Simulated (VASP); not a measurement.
# H4C3 in VASP: a series of runs

H4C3 is run at these levels: PBE; tasks: single point.

Program: VASP 6.6.1. These are calculated values, not measurements. Logs are shortened: lines on timing, memory, paths and dates and some standing lists are left out, and cuts for length are marked.

### Step 1. The cell of the first run

The cell holds a wire or tube with vacuum around it, 21 atoms: a = 13.800 Å, b = 14.100 Å, c = 3.571 Å, α = 90.00°, β = 90.00°, γ = 90.00°.

### Step 2. Single point, PBE

File INCAR:

```
ALGO = Normal
EDIFF = 1E-6
ENCUT = 520
GGA = PE
ISIF = 2
ISMEAR = 0
LASPH = True
LCHARG = False
LREAL = Auto
LWAVE = False
NBANDS = 40
NELM = 80
PREC = Accurate
SIGMA = 0.05
```

File KPOINTS:

```
k-points
0
Gamma
  1 1 9
```

File POSCAR:

```
H4C3
1.0
   13.8000000000      0.0000000000      0.0000000000
    0.0000000000     14.1000000000      0.0000000000
    0.0000000000      0.0000000000      3.5714737265
C H
9 12
Direct
    0.5000000000      0.5000000000      0.5000000000
    0.5647006110      0.4366759978      0.2500000000
    0.5000000000      0.3733519955      0.0000000000
    0.5000000000      0.6266480045      0.0000000000
    0.5647006110      0.5633240022      0.7500000000
    0.3705987780      0.5000000000      0.0000000000
    0.6294012220      0.5000000000      0.0000000000
    0.4352993890      0.4366759978      0.7500000000
    0.4352993890      0.5633240022      0.2500000000
    0.6103029149      0.3920439557      0.4262050743
    0.5456023039      0.3287199534      0.8237949257
    0.4543976961      0.3287199534      0.1762050743
    0.5456023039      0.6712800466      0.1762050743
    0.4543976961      0.6712800466      0.8237949257
    0.6103029149      0.6079560443      0.5737949257
    0.3249964742      0.4553679579      0.1762050743
    0.3249964742      0.5446320421      0.8237949257
    0.6750035258      0.4553679579      0.8237949257
    0.6750035258      0.5446320421      0.1762050743
    0.3896970851      0.3920439557      0.5737949257
    0.3896970851      0.6079560443      0.4262050743
```

Potentials or basis: VASP PAW PBE potentials, release 64 (C, H).

On the command line:

```console
$ cat potpaw_PBE.64/C/POTCAR potpaw_PBE.64/H/POTCAR > POTCAR
$ mpirun -np 1 vasp_std > vasp.out
```

OUTCAR:

```text
EDIFF = 1E-6
   ENCUT = 520
   GGA = PE
   ISIF = 2
   ISMEAR = 0
   LASPH = True
   LREAL = Auto
   NELM = 80
   PREC = Accurate

 ion  position               nearest neighbor table
   1  0.500  0.500  0.500-   2 1.55   5 1.55   8 1.55   9 1.55
   2  0.565  0.437  0.250-  10 1.09   7 1.55   1 1.55   3 1.55
   3  0.500  0.373  0.000-  11 1.09  12 1.09   2 1.55   8 1.55
   4  0.500  0.627  0.000-  13 1.09  14 1.09   5 1.55   9 1.55
   5  0.565  0.563  0.750-  15 1.09   7 1.55   1 1.55   4 1.55
   6  0.371  0.500  0.000-  16 1.09  17 1.09   8 1.55   9 1.55
   7  0.629  0.500  0.000-  18 1.09  19 1.09   2 1.55   5 1.55
   8  0.435  0.437  0.750-  20 1.09   6 1.55   1 1.55   3 1.55
   9  0.435  0.563  0.250-  21 1.09   6 1.55   1 1.55   4 1.55
  10  0.610  0.392  0.426-   2 1.09
  11  0.546  0.329  0.824-   3 1.09
  12  0.454  0.329  0.176-   3 1.09
  13  0.546  0.671  0.176-   4 1.09
  14  0.454  0.671  0.824-   4 1.09
  15  0.610  0.608  0.574-   5 1.09
  16  0.325  0.455  0.176-   6 1.09
  17  0.325  0.545  0.824-   6 1.09
  18  0.675  0.455  0.824-   7 1.09
  19  0.675  0.545  0.176-   7 1.09
  20  0.390  0.392  0.574-   8 1.09
  21  0.390  0.608  0.426-   9 1.09

  LATTYP: Found a simple orthorhombic cell.
 ALAT       =     3.5714737265
 B/A-ratio  =     3.8639511464
 C/A-ratio  =     3.9479500844

  Lattice vectors:

 A1 = (   0.0000000000,   0.0000000000,   3.5714737265)
 A2 = (  13.8000000000,   0.0000000000,   0.0000000000)
 A3 = (   0.0000000000,  14.1000000000,   0.0000000000)

Analysis of symmetry for initial positions (statically):
=====================================================================
 Subroutine PRICEL returns:
 Original cell was already a primitive cell.

 Routine SETGRP: Setting up the symmetry group for a
 simple orthorhombic supercell.

 Subroutine GETGRP returns: Found  4 space group operations
 (whereof  4 operations were pure point group operations)
 out of a pool of  8 trial point group operations.

The static configuration has the point symmetry D_2 .

Analysis of symmetry for dynamics (positions and initial velocities):
=====================================================================
 Subroutine PRICEL returns:
 Original cell was already a primitive cell.

 Routine SETGRP: Setting up the symmetry group for a
 simple orthorhombic supercell.

 Subroutine GETGRP returns: Found  4 space group operations
 (whereof  4 operations were pure point group operations)
 out of a pool of  8 trial point group operations.

The dynamic configuration has the point symmetry D_2 .

 Subroutine INISYM returns: Found  4 space group operations
 (whereof  4 operations are pure point group operations),
 and found     1 'primitive' translations

----------------------------------------------------------------------------------------

                                     Primitive cell

  volume of cell :     694.9374

  direct lattice vectors                    reciprocal lattice vectors
    13.800000000  0.000000000  0.000000000     0.072463768  0.000000000  0.000000000
     0.000000000 14.100000000  0.000000000     0.000000000  0.070921986  0.000000000
     0.000000000  0.000000000  3.571473726     0.000000000  0.000000000  0.279996460

  length of vectors
    13.800000000 14.100000000  3.571473726     0.072463768  0.070921986  0.279996460

  position of ions in fractional coordinates (direct lattice)
     0.500000000  0.500000000  0.500000000
     0.564700611  0.436675998  0.250000000
     0.500000000  0.373351996  0.000000000
     0.500000000  0.626648004  0.000000000
     0.564700611  0.563324002  0.750000000
     0.370598778  0.500000000  0.000000000
[... 13 lines left out ...]
     0.389697085  0.392043956  0.573794926
     0.389697085  0.607956044  0.426205074

  ion indices of the primitive-cell ions
   primitive index   ion index
                 1           1
                 2           2
                 3           3
                 4           4
                 5           5
                 6           6
[... 13 lines left out ...]
                20          20
                21          21

----------------------------------------------------------------------------------------

 KPOINTS: k-points

Automatic generation of k-mesh.
 Grid dimensions read from file:
 generate k-points for:    1    1    9

 Generating k-lattice:

  Cartesian coordinates                     Fractional coordinates (reciprocal lattice)
     0.072463768  0.000000000  0.000000000     1.000000000  0.000000000  0.000000000
     0.000000000  0.070921986  0.000000000     0.000000000  1.000000000  0.000000000
     0.000000000  0.000000000  0.031110718     0.000000000  0.000000000  0.111111111

  Length of vectors
     0.072463768  0.070921986  0.031110718

  Shift w.r.t. Gamma in fractional coordinates (k-lattice)
     0.000000000  0.000000000  0.000000000

 Subroutine IBZKPT returns following result:
 ===========================================

 Found      5 irreducible k-points:

 Following reciprocal coordinates:
            Coordinates               Weight
  0.000000  0.000000  0.000000      1.000000
  0.000000  0.000000  0.111111      2.000000
  0.000000  0.000000  0.222222      2.000000
  0.000000  0.000000  0.333333      2.000000
  0.000000  0.000000  0.444444      2.000000
   k-points           NKPTS =      5   k-points in BZ     NKDIM =      5   number of bands    NBANDS=     40
   number of dos      NEDOS =    301   number of ions     NIONS =     21
   total plane-waves  NPLWV = 326592
   dimension x,y,z NGX =   108 NGY =  108 NGZ =   28
   dimension x,y,z NGXF=   216 NGYF=  216 NGZF=   56
   ions per type =               9  12
   NGX,Y,Z   is equivalent  to a cutoff of  13.01, 12.73, 13.03 a.u.
   NGXF,Y,Z  is equivalent  to a cutoff of  26.02, 25.47, 26.07 a.u.
 SYSTEM =  unknown system
   PREC   = accura    normal or accurate (medium, high low for compatibility)
   ISTART =      0    job   : 0-new  1-cont  2-samecut
   ICHARG =      2    charge: 1-file 2-atom 10-const
   ISPIN  =      1    spin polarized calculation?
   LNONCOLLINEAR =      F non collinear calculations
   LSORBIT =      F    spin-orbit coupling
   LASPH  =      T    aspherical Exc in radial PAW
   ENCUT  =  520.0 eV  38.22 Ry    6.18 a.u.  25.66 26.22  6.64*2*pi/ulx,y,z
   NELM   =     80;   NELMIN=  2; NELMDL= -5     # of ELM steps
   EDIFF  = 0.1E-05   stopping-criterion for ELM
   LREAL  =      T    real-space projection
   EDIFFG = 0.1E-04   stopping-criterion for IOM
   NSW    =      0    number of steps for IOM
   IBRION =     -1    ionic relax: 0-MD 1-quasi-New 2-CG
   NFREE  =      0    steps in history (QN), initial steepest desc. (CG)
   ISIF   =      2    stress and relaxation
   ISYM   =      2    0-nonsym 1-usesym 2-fastsym
   POTIM  = 0.5000    time-step for ionic-motion
   TEBEG  =    0.0;   TEEND  =   0.0 temperature during run
   PSTRESS=    0.0 pullay stress
   NELECT =      48.0000    total number of electrons
   NUPDOWN=      -1.0000    fix difference up-down
   EMIN   =  10.00;   EMAX   =-10.00  energy-range for DOS
   EFERMI =   0.00;   METHOD = LEGACY
   ISMEAR =     0;   SIGMA  =   0.05  broadening in eV -4-tet -1-fermi 0-gaus
   EFERMI_NEDOS =   21; number of points for ismear=-14 and -15
   IALGO  =     38    algorithm
   IMIX   =      4    mixing-type and parameters
     AMIX     =   0.40;   BMIX     =  1.00
     AMIX_MAG =   1.60;   BMIX_MAG =  1.00
  volume/ion in A,a.u.               =      33.09       223.32
  Fermi-wavevector in a.u.,A,eV,Ry     =   0.671697  1.269323  6.138632  0.451177
  Thomas-Fermi vector in A             =   1.747594
   LORBIT       =      0    0 simple, 1 ext, 2 COOP (PROOUT), +10 PAW based schemes
   GGA     = PE    functional components
   LHFCALC =     F    Hartree Fock is set to
   AEXX    =    0.0000 exact exchange contribution
   IVDW    =     0    specifies the selected vdW correction
   LEPSILON=     F    determine dielectric tensor
   LRPA    =     F    only Hartree local field effects (RPA)
 non-spin polarized calculation
 Gauss-broadening in eV      SIGMA  =   0.05
  energy-cutoff  :      520.00
  volume of cell :      694.94
 maximum number of plane-waves:     18747
 NGX is ok and might be reduce to   108
   NGX = 51   NGY = 53   NGZ = 13

 number of electron      48.0000003 magnetization

 Free energy of the ion-electron system (eV)
  ---------------------------------------------------
  ext. energy  EPLUGINS =         0.00000000
  ---------------------------------------------------
  free energy    TOTEN  =      -125.51877082 eV

  energy without entropy =     -125.51877082  energy(sigma->0) =     -125.51877082

 E-fermi :  -4.0433     XC(G=0):  -2.3631

 val. band max:       -4.2953933548   @ k =   0.0000   0.0000   0.0000
 cond. band min:       0.1652461029   @ k =   0.0000   0.0000   0.0000
 fundamental gap:      4.4606394577
 Fermi energy:        -4.0433382278

 k-point     1 :       0.0000    0.0000    0.0000
  band No.  band energies     occupation
      1     -20.9952      2.00000
      2     -18.0732      2.00000
      3     -18.0732      2.00000
      4     -15.2783      2.00000
      5     -14.6359      2.00000
      6     -14.6069      2.00000
[... 28 lines left out ...]
     35       2.9771      0.00000
     36       2.9976      0.00000

 k-point     2 :       0.0000    0.0000    0.1111
  band No.  band energies     occupation
      1     -20.8891      2.00000
      2     -17.9935      2.00000
      3     -17.9935      2.00000
      4     -15.3670      2.00000
      5     -15.2270      2.00000
      6     -14.0535      2.00000
[... 28 lines left out ...]
     35       3.1074      0.00000
     36       3.1623      0.00000

 k-point     3 :       0.0000    0.0000    0.2222
  band No.  band energies     occupation
      1     -20.5731      2.00000
      2     -17.7691      2.00000
      3     -17.7691      2.00000
      4     -16.3326      2.00000
      5     -15.0896      2.00000
      6     -13.5163      2.00000
[... 28 lines left out ...]
     35       3.4358      0.00000
     36       3.6650      0.00000

 k-point     4 :       0.0000    0.0000    0.3333
  band No.  band energies     occupation
      1     -20.0568      2.00000
      2     -17.4569      2.00000
      3     -17.4569      2.00000
      4     -17.3863      2.00000
      5     -14.9174      2.00000
      6     -13.4291      2.00000
[... 28 lines left out ...]
     35       4.0055      0.00000
     36       4.1321      0.00000

 k-point     5 :       0.0000    0.0000    0.4444
  band No.  band energies     occupation
      1     -19.3801      2.00000
      2     -18.3611      2.00000
      3     -17.1976      2.00000
      4     -17.1976      2.00000
      5     -14.7935      2.00000
      6     -13.9289      2.00000
[... 28 lines left out ...]
     35       4.1660      0.00000
     36       4.1980      0.00000
 [bands above 36 left out]

------------------------ aborting loop because EDIFF is reached ----------------------------------------

  FORCE on cell =-STRESS in cart. coord.  units (eV):
  Direction    XX          YY          ZZ          XY          YZ          ZX
  --------------------------------------------------------------------------------------
  -------------------------------------------------------------------------------------
  Total        1.1002365      1.0892359      6.0963137      0.0000000      0.0000000      0.0000000
  in kB        2.5365941      2.5112323     14.0550446      0.0000000      0.0000000      0.0000000
  external PRESSURE =       6.3676237 kB  Pullay stress =       0.0000000 kB

 VOLUME and BASIS-vectors are now :
 -----------------------------------------------------------------------------
  energy-cutoff  :      520.00
  volume of cell :      694.94
      direct lattice vectors                 reciprocal lattice vectors
    13.800000000  0.000000000  0.000000000     0.072463768  0.000000000  0.000000000
     0.000000000 14.100000000  0.000000000     0.000000000  0.070921986  0.000000000
     0.000000000  0.000000000  3.571473726     0.000000000  0.000000000  0.279996460

 POSITION                                       TOTAL-FORCE (eV/Angst)
 -----------------------------------------------------------------------------------
      6.90000      7.05000      1.78574         0.000000      0.000000     -0.000000
      7.79287      6.15713      0.89287        -0.304773      0.304786     -0.879502
      6.90000      5.26426      0.00000         0.000000      0.666867     -0.000000
      6.90000      8.83574      0.00000         0.000000     -0.666867     -0.000000
      7.79287      7.94287      2.67861        -0.304773     -0.304786      0.879502
      5.11426      7.05000      0.00000         0.673480      0.000000     -0.000000
[... 13 lines left out ...]
      5.37782      5.52782      2.04929        -0.152798     -0.152526      0.064338
      5.37782      8.57218      1.52218        -0.152798      0.152526     -0.064338
 -----------------------------------------------------------------------------------
    total drift:                               -0.000000      0.000000      0.000000

  FREE ENERGIE OF THE ION-ELECTRON SYSTEM (eV)
  ---------------------------------------------------
  free  energy   TOTEN  =      -125.5187708195 eV

  energy  without entropy=     -125.5187708195  energy(sigma->0) =     -125.51877082
```

Run time: 3.7 min. Hardware: 1 thread of AMD EPYC 9R45 (Zen 5), shared host; peak memory 0.62 GiB.

Results:

* Free energy: -125.5188 eV
* Largest force: 0.979 eV/Å
* Band gap on the k mesh: 4.46 eV

Forces in eV/Å, atoms in the order of the input:
```
C    0.000  0.000  0.000
C   -0.305  0.305 -0.880
C    0.000  0.667  0.000
C    0.000 -0.667  0.000
C   -0.305 -0.305  0.880
C    0.673  0.000  0.000
C   -0.673  0.000  0.000
C    0.305  0.305  0.880
C    0.305 -0.305 -0.880
H    0.153 -0.153 -0.064
H    0.056 -0.393  0.012
H   -0.056 -0.393 -0.012
H    0.056  0.393 -0.012
H   -0.056  0.393  0.012
H    0.153  0.153  0.064
H   -0.393 -0.055 -0.012
H   -0.393  0.055  0.012
H    0.393 -0.055  0.012
H    0.393  0.055 -0.012
H   -0.153 -0.153  0.064
H   -0.153  0.153 -0.064
```

### Step 3. Single point, PBE

This run uses another cell than the first one.

File INCAR:

```
SYSTEM = H4C3
ALGO = Normal ; EDIFF = 1E-6
ENCUT = 520 ; GGA = PE
ISIF = 2 ; ISMEAR = 0
LASPH = .TRUE. ; LCHARG = .FALSE.
LREAL = Auto ; LWAVE = .FALSE.
NBANDS = 40 ; NELM = 80
PREC = Accurate ; SIGMA = 0.05
```

File KPOINTS:

```
k-points
0
G
  1 1 9
  0 0 0
```

File POSCAR:

```
H4C3
1.0
   13.8000000000      0.0000000000      0.0000000000
    0.0000000000     14.1000000000      0.0000000000
    0.0000000000      0.0000000000      3.7408246540
C H
9 12
Direct
    0.5000000000      0.5000000000      0.5000000000
    0.5635427313      0.4378101703      0.2438898650
    0.5000000000      0.3755094960      0.0000000000
    0.5000000000      0.6244905040      0.0000000000
    0.5635427313      0.5621898297      0.7561101350
    0.3728009175      0.5000000000      0.0000000000
    0.6271990825      0.5000000000      0.0000000000
    0.4364572687      0.4378101703      0.7561101350
    0.4364572687      0.5621898297      0.2438898650
    0.6111117431      0.3912519269      0.4008123432
    0.5467664986      0.3283820974      0.8412983533
    0.4532335014      0.3283820974      0.1587016467
    0.5467664986      0.6716179026      0.1587016467
    0.4532335014      0.6716179026      0.8412983533
    0.6111117431      0.6087480731      0.5991876568
    0.3246494478      0.4542269427      0.1586980946
    0.3246494478      0.5457730573      0.8413019054
    0.6753505522      0.4542269427      0.8413019054
    0.6753505522      0.5457730573      0.1586980946
    0.3888882569      0.3912519269      0.5991876568
    0.3888882569      0.6087480731      0.4008123432
```

Potentials or basis: VASP PAW PBE potentials, release 64 (C, H).

On the command line:

```console
$ cat potpaw_PBE.64/C/POTCAR potpaw_PBE.64/H/POTCAR > POTCAR
$ mpirun -np 1 vasp_std > vasp.out
```

Run time: 3.7 min. Hardware: 1 thread of AMD EPYC 9R45 (Zen 5), shared host; peak memory 0.62 GiB.

Results (log left out):

- Free energy: -125.8007 eV
- Largest force: 0.024 eV/Å
- Band gap on the k mesh: 4.44 eV

Forces on the atoms (eV/Å):
```
C    0.000  0.000  0.000
C    0.000  0.010  0.007
C    0.000  0.001  0.000
C    0.000 -0.001  0.000
C    0.000 -0.010 -0.007
C   -0.016  0.000  0.000
C    0.016  0.000  0.000
C    0.000  0.010 -0.007
C    0.000 -0.010  0.007
H    0.015 -0.015  0.013
H    0.015 -0.015 -0.012
H   -0.015 -0.015  0.012
H    0.015  0.015  0.012
H   -0.015  0.015 -0.012
H    0.015  0.015 -0.013
H   -0.015 -0.015  0.011
H   -0.015  0.015 -0.011
H    0.015 -0.015 -0.011
H    0.015  0.015  0.011
H   -0.015 -0.015 -0.013
H   -0.015  0.015  0.013
```

Levels at points of the mesh, in eV from the valence-band top:
| k point | band 20 | band 21 | band 22 | band 23 | band 24 | band 25 | band 26 | band 27 | band 28 | band 29 |
| --- | --- | --- | --- | --- | --- | --- | --- | --- | --- | --- |
| (0.00, 0.00, 0.00) | -2.22 | -2.15 | -1.07 | 0.00 | 0.00 | 4.44 | 5.18 | 5.20 | 5.37 | 5.43 |
